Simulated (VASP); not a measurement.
# BiTe (P-3m1) in VASP: further runs, part 2 of 2

VASP 6.6.1. The steps go on from the part before.

**4. Single point, PBE (33.26 Å³/atom)**

This run uses another cell than the first one, of 33.26 Å³/atom.

Contents of INCAR:

```
SYSTEM = BiTe
PREC = Accurate
ENCUT = 520
EDIFF = 1E-7
ISMEAR = -1
SIGMA = 0.05
LREAL = .FALSE.
LASPH = .TRUE.
NELM = 60
ALGO = Normal
ISIF = 2
LWAVE = .FALSE.
LCHARG = .FALSE.
GGA = PE
NBANDS = 75
KPAR = 4
```

Contents of KPOINTS:

```
Automatic mesh
0
G
  11 11 2
  0 0 0
```

Contents of POSCAR:

```
BiTe
1.0
    4.3923193887      0.0000000000      0.0000000000
   -2.1961596943      3.8038601722      0.0000000000
    0.0000000000      0.0000000000     23.8885857405
Bi Te
6 6
Direct
    0.0000000000      0.0000000000      0.1243049053
    0.0000000000      0.0000000000      0.8756950947
    0.3333333333      0.6666666667      0.2919400242
    0.6666666667      0.3333333333      0.7080599758
    0.6666666667      0.3333333333      0.4645609529
    0.3333333333      0.6666666667      0.5354390471
    0.3333333333      0.6666666667      0.0523758874
    0.6666666667      0.3333333333      0.9476241126
    0.6666666667      0.3333333333      0.2086042379
    0.3333333333      0.6666666667      0.7913957621
    0.0000000000      0.0000000000      0.3647167916
    0.0000000000      0.0000000000      0.6352832084
```

Potentials or basis: VASP PAW PBE potentials, release 64 (Bi_d, Te).

Run with:

```
> cat potpaw_PBE.64/Bi_d/POTCAR potpaw_PBE.64/Te/POTCAR > POTCAR
> mpirun -np 4 vasp_std > vasp.out
```

OUTCAR:

```text
SYSTEM = BiTe
   PREC = Accurate
   ENCUT = 520
   EDIFF = 1E-7
   ISMEAR = -1
   LREAL = .FALSE.
   LASPH = .TRUE.
   NELM = 60
   ISIF = 2
   GGA = PE

 ion  position               nearest neighbor table
   1  0.000  0.000  0.124-   7 3.06   7 3.06   7 3.06   9 3.24   9 3.24   9 3.24
   2  0.000  0.000  0.876-   8 3.06   8 3.06   8 3.06  10 3.24  10 3.24  10 3.24
   3  0.333  0.667  0.292-  11 3.07  11 3.07  11 3.07   9 3.22   9 3.22   9 3.22
   4  0.667  0.333  0.708-  12 3.07  12 3.07  12 3.07  10 3.22  10 3.22  10 3.22
   5  0.667  0.333  0.465-   6 3.05   6 3.05   6 3.05  11 3.48  11 3.48  11 3.48
[... 2105 lines left out ...]
  energy-cutoff  :      520.00
  volume of cell :      399.12
      direct lattice vectors                 reciprocal lattice vectors
     4.392319389  0.000000000  0.000000000     0.227670147  0.131445421  0.000000000
    -2.196159694  3.803860172  0.000000000     0.000000000  0.262890841  0.000000000
     0.000000000  0.000000000 23.888585741     0.000000000  0.000000000  0.041860996

 POSITION                                       TOTAL-FORCE (eV/Angst)
 -----------------------------------------------------------------------------------
      0.00000      0.00000      2.96947         0.000000      0.000000      0.017733
      0.00000      0.00000     20.91912        -0.000000     -0.000000     -0.017733
     -0.00000      2.53591      6.97403         0.000000     -0.000000     -0.015549
      2.19616      1.26795     16.91455        -0.000000      0.000000      0.015549
      2.19616      1.26795     11.09770         0.000000     -0.000000     -0.013245
     -0.00000      2.53591     12.79088         0.000000      0.000000      0.013245
     -0.00000      2.53591      1.25119        -0.000000     -0.000000     -0.015080
      2.19616      1.26795     22.63740        -0.000000      0.000000      0.015080
      2.19616      1.26795      4.98326         0.000000      0.000000      0.000695
     -0.00000      2.53591     18.90533         0.000000     -0.000000     -0.000695
      0.00000      0.00000      8.71257        -0.000000      0.000000      0.007152
      0.00000      0.00000     15.17602        -0.000000      0.000000     -0.007152
 -----------------------------------------------------------------------------------
    total drift:                                0.000000     -0.000000      0.000000

  FREE ENERGIE OF THE ION-ELECTRON SYSTEM (eV)
  ---------------------------------------------------
  free  energy   TOTEN  =       -44.3065085802 eV

  energy  without entropy=      -44.3038425049  energy(sigma->0) =      -44.30517554
```

Run time: 10 min. Hardware: 4 MPI ranks of AMD EPYC 7R13 (Zen 3), shared host; peak memory 0.96 GiB.

What came out:

| Quantity | Value |
| --- | --- |
| Free energy | -44.3065 eV |
| Pressure | 2.9 GPa |
| Largest force | 0.018 eV/Å |
| Band gap on the k mesh | 0.19 eV (least direct gap 0.21 eV) |

Forces in eV/Å, atoms in the order of the input:
```
Bi   0.000  0.000  0.018
Bi   0.000  0.000 -0.018
Bi   0.000  0.000 -0.016
Bi   0.000  0.000  0.016
Bi   0.000  0.000 -0.013
Bi   0.000  0.000  0.013
Te   0.000  0.000 -0.015
Te   0.000  0.000  0.015
Te   0.000  0.000  0.001
Te   0.000  0.000 -0.001
Te   0.000  0.000  0.007
Te   0.000  0.000 -0.007
```

Stress tensor (GPa, compression positive):
```
2.97 0.00 0.00
0.00 2.97 0.00
0.00 0.00 2.82
```

Levels at points of the mesh, in eV from the valence-band top:
```
           k point  band 60  band 61  band 62  band 63  band 64  band 65  band 66  band 67
(0.00, 0.00, 0.00)    -0.48    -0.35    -0.35    -0.11     0.30     0.51     0.51     0.61
(0.00, 0.00, 0.50)    -0.51    -0.33    -0.33    -0.02     0.19     0.38     0.38     0.79
```

Caveat: spin-orbit coupling is left out, which moves the levels of the heavy elements. A k mesh can miss the band edges.

**5. Single point, PBE (z stretched by -2 %, then relaxed in part)**

Contents of INCAR:

```
SYSTEM = BiTe
PREC     = Accurate       ! precision mode
ENCUT    = 520            ! plane-wave cutoff, eV
EDIFF    = 1E-6           ! SCF threshold, eV
ISMEAR   = -1             ! smearing method
SIGMA    = 0.05           ! smearing width, eV
LREAL    = .False.        ! projectors in reciprocal space
LASPH    = .True.         ! aspherical terms in the spheres
NELM     = 80             ! most SCF steps
ALGO     = Normal         ! electronic algorithm
ISIF     = 2              ! what is computed and relaxed
LWAVE    = .False.        ! write WAVECAR
LCHARG   = .False.        ! write CHGCAR
GGA      = PE             ! functional
NBANDS   = 75             ! bands
KPAR     = 4
```

Contents of KPOINTS:

```
Automatic mesh
0
Gamma
  11 11 2
  0 0 0
```

Contents of POSCAR:

```
BiTe
1.0
    4.4219981227      0.0000000000      0.0000000000
   -2.2109990613      3.8295627097      0.0000000000
    0.0000000000      0.0000000000     23.5690000000
Bi Te
6 6
Direct
    0.0000000000      0.0000000000      0.1240253849
    0.0000000000      0.0000000000      0.8759746151
    0.3333333333      0.6666666667      0.2921201869
    0.6666666667      0.3333333333      0.7078798131
    0.6666666667      0.3333333333      0.4644589471
    0.3333333333      0.6666666667      0.5355410529
    0.3333333333      0.6666666667      0.0519507016
    0.6666666667      0.3333333333      0.9480492984
    0.6666666667      0.3333333333      0.2085956867
    0.3333333333      0.6666666667      0.7914043133
    0.0000000000      0.0000000000      0.3650648797
    0.0000000000      0.0000000000      0.6349351203
```

Run with:

```
> cat potpaw_PBE.64/Bi_d/POTCAR potpaw_PBE.64/Te/POTCAR > POTCAR
> mpirun -np 4 vasp_std > vasp.out
```

Run time: 12 min. Hardware: 4 MPI ranks of Oxide Virtual Turin-like, shared host; peak memory 0.97 GiB.

It converged, with:

```
Free energy            : -44.3018 eV
Pressure               : 2.8 GPa
Largest force          : 0.021 eV/Å
Band gap on the k mesh : 0.18 eV (least direct gap 0.24 eV)
```

Forces on the atoms (eV/Å):
```
Bi   0.000  0.000  0.021
Bi   0.000  0.000 -0.021
Bi   0.000  0.000 -0.018
Bi   0.000  0.000  0.018
Bi   0.000  0.000 -0.017
Bi   0.000  0.000  0.017
Te   0.000  0.000 -0.016
Te   0.000  0.000  0.016
Te   0.000  0.000  0.000
Te   0.000  0.000  0.000
Te   0.000  0.000  0.006
Te   0.000  0.000 -0.006
```

Stress tensor (GPa, compression positive):
```
2.69 0.00 0.00
0.00 2.69 0.00
0.00 0.00 3.11
```

Levels at points of the mesh, in eV from the valence-band top:
```tsv
k point	band 60	band 61	band 62	band 63	band 64	band 65	band 66	band 67
(0.00, 0.00, 0.00)	-0.47	-0.38	-0.38	-0.14	0.29	0.51	0.51	0.61
(0.00, 0.00, 0.50)	-0.49	-0.36	-0.36	-0.06	0.18	0.36	0.36	0.81
```

Caveat: the cell differs from its parent crystal (z stretched by -2 %, then relaxed in part); spin-orbit coupling is left out, which moves the levels of the heavy elements.

**6. Overview**

| cell | gap on the mesh (eV) | pressure (GPa) | largest force (eV/Å) |
| --- | --- | --- | --- |
| a = 4.362, b = 4.362, c = 23.725 Å, angles 90.0, 90.0, 120.0°, 12 atoms, atomic positions A | 0.21 | 4.0 | 0.03 |
| a = 4.422, b = 4.422, c = 24.050 Å, angles 90.0, 90.0, 120.0°, 12 atoms, atomic positions B | 0.16 | 2.0 | 0.02 |
| a = 4.392, b = 4.392, c = 23.889 Å, angles 90.0, 90.0, 120.0°, 12 atoms, atomic positions C | 0.19 | 2.9 | 0.02 |
| a = 4.422, b = 4.422, c = 23.569 Å, angles 90.0, 90.0, 120.0°, 12 atoms, atomic positions D | 0.18 | 2.8 | 0.02 |

Alike in all rows: task single point; level PBE; potentials or basis VASP PAW PBE potentials, release 64 (Bi_d, Te); no spin polarisation; k mesh 11 × 11 × 2; cutoff (eV) 520; smearing fermi-dirac 0.05 eV.

Caveats: spin-orbit coupling is left out, which moves the levels of the heavy elements; the cell stands under pressure (at least some runs).

Absolute energies hang on the potentials; compare differences alone.
